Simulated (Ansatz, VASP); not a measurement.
## One calculation of Se, two programs

```
CELL_PARAMETERS angstrom
3.94580 0.00000 0.00000
-1.97290 3.41716 0.00000
0.00000 0.00000 5.12027
ATOMIC_POSITIONS crystal
Se 0.25552 0.00000 0.33333
Se 0.00000 0.25552 0.66667
Se 0.74448 0.74448 0.00000
```

Alike in both runs: functional LDA; k mesh 12 × 12 × 8; no spin polarisation.

Ansatz relaxed the structure, and its values are those at the end. VASP's run is a single point on that final structure, the one shown.

|  | VASP | Ansatz |
| --- | --- | --- |
| version | VASP 6.6.1 | Ansatz 0.2.0 |
| potentials or method | VASP PAW LDA potentials, release 64 (Se), cutoff 520 eV | scalar-relativistic, plane waves, PAW |
| occupations | gaussian, width 0.01 eV | fixed |
| valence electrons in the cell | 18 | 48 |

VASP gave:

- gap on the k mesh at the Fermi level (eV): 0.27
- least direct gap on the mesh (eV): 0.27
- pressure (GPa): 0.2
- rms of the force components (eV/Å): 0.020

Which values does Ansatz return?

gap on the k mesh at the Fermi level (eV): 0.28; least direct gap on the mesh (eV): 0.28; pressure (GPa): 0.0; rms of the force components (eV/Å): 0.000.

LDA's correlation is that of Perdew and Zunger in VASP and of Perdew and Wang (1992) in Ansatz. VASP's potentials hold 18 valence electrons a cell and Ansatz's 48, so a difference there can come from the potentials and not from the codes.
